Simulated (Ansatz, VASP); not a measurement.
# ZrB2: VASP beside Ansatz

```
Zr B
1.0
     3.17000    0.00000    0.00000
    -1.58500    2.74530    0.00000
     0.00000    0.00000    3.53300
Zr B
1 2
Direct
  0.00000 0.00000 0.00000
  0.66667 0.33333 0.50000
  0.33333 0.66667 0.50000
```

Alike in both runs: task relaxation of cell and atoms; functional r2SCAN; dispersion D4; k mesh 10 × 10 × 8; occupations fermi-dirac, width 0.05 eV; no spin polarisation.

```csv
,VASP,Ansatz
version,VASP 6.6.1,Ansatz 0.2.0
potentials or method,"VASP PAW PBE potentials, release 64 (Zr_sv, B)",Ansatz PAW
plane-wave cutoff (eV),600,500
valence electrons in the cell,18,18
```

```csv
,VASP,Ansatz,Ansatz less VASP
relaxed volume (Å³/atom),10.20,10.20,-0.004
relaxed cell length with the largest relative difference (Å),3.539,3.538,-0.0011
```

VASP's potentials were made for PBE, not for r2SCAN.

Noted on Ansatz's run: the plane-wave basis is chosen anew once the cell has moved, so the energies of steps on either side of that aren't comparable.
